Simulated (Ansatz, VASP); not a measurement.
**PbSe in VASP and in Ansatz**

```
Pb Se
1.0
     0.00000    3.02076    3.02076
     3.02076    0.00000    3.02076
     3.02076    3.02076    0.00000
Pb Se
1 1
Direct
  0.00000 0.00000 0.00000
  0.50000 0.50000 0.50000
```

Change from the starting cell: volume scaled by 0.96, crystal datasets.

Alike in both runs: task electric field gradients; functional PBEsol; k mesh 7 × 7 × 7; occupations fermi-dirac, width 0.02 eV; no spin polarisation.

```csv
,VASP,Ansatz
version,VASP 6.6.1,Ansatz 0.2.0
potentials or method,"VASP PAW PBE potentials, release 64 (Pb_d, Se), cutoff 520 eV","all-electron PAW with datasets made for the crystal, scalar-relativistic"
```

```csv
,VASP,Ansatz,Ansatz less VASP
pressure (GPa),1.6,1.6,0.00
```

VASP's potentials were made for PBE, not for PBEsol. Ansatz ran all-electron here, and VASP with PAW potentials.

Neither program's run includes spin-orbit coupling.
